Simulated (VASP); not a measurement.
Wanted: the native input for a VASP 6.6.1 run.

* Task: single point
* Functional: r2SCAN
* Potentials or basis: VASP PAW PBE potentials, release 64 (Li_sv, H_h)
* Cutoff: 1350 eV
* k mesh: 10 × 10 × 10
* Occupations: gaussian, width 0.02 eV
* Spin: no spin polarisation
* Dipole correction: no
* Further INCAR settings: ALGO = Normal; EDIFF = 1e-06; NBANDS = 9

The system is LiH.

```
CELL_PARAMETERS angstrom
0.00000 1.91880 1.91880
1.91880 0.00000 1.91880
1.91880 1.91880 0.00000
ATOMIC_POSITIONS crystal
Li 0.00000 0.00000 0.00000
H 0.50000 0.50000 0.50000
```

The input as run:

POSCAR

```
LiH
1.0
    0.0000000000      1.9188040740      1.9188040740
    1.9188040740      0.0000000000      1.9188040740
    1.9188040740      1.9188040740      0.0000000000
Li H
1 1
Direct
    0.0000000000      0.0000000000      0.0000000000
    0.5000000000      0.5000000000      0.5000000000
```

INCAR.step1

```
ALGO = Normal ; EDIFF = 1E-5
ENCUT = 1350 ; GGA = PE
GGA_COMPAT = False ; ISMEAR = 0
LASPH = True ; LCHARG = False
LREAL = False ; LWAVE = True
NBANDS = 9 ; NELM = 120
PREC = Accurate ; SIGMA = 0.02
```

INCAR.step2

```
ALGO = Normal ; EDIFF = 1E-6
ENCUT = 1350 ; GGA_COMPAT = False
ISIF = 2 ; ISMEAR = 0
ISTART = 1 ; LASPH = True
LCHARG = False ; LMIXTAU = True
LREAL = False ; LWAVE = False
METAGGA = R2SCAN ; NBANDS = 9
NELM = 120 ; PREC = Accurate
SIGMA = 0.02
```

KPOINTS

```
k-points
0
Gamma
  10 10 10
```

Potentials or basis: VASP PAW PBE potentials, release 64 (Li_sv, H_h).

The run is started by

```console
$ cat potpaw_PBE.64/Li_sv/POTCAR potpaw_PBE.64/H_h/POTCAR > POTCAR
$ cp INCAR.step1 INCAR
$ mpirun -np 1 vasp_std > vasp.out
$ cp INCAR.step2 INCAR
$ mpirun -np 1 vasp_std > vasp.out
```

Results of the run:

```
Pressure               : 5.2 GPa
Band gap on the k mesh : 3.49 eV
```

Caveat: the cell stands under pressure; the PAW data sets were made with another functional, which shifts forces and pressure a little.

Wall time 2.9 min on 1 thread of Intel(R) Xeon(R) Platinum 8375C CPU @ 2.90GHz (Ice Lake), with other jobs on the host, peak memory 0.21 GiB.
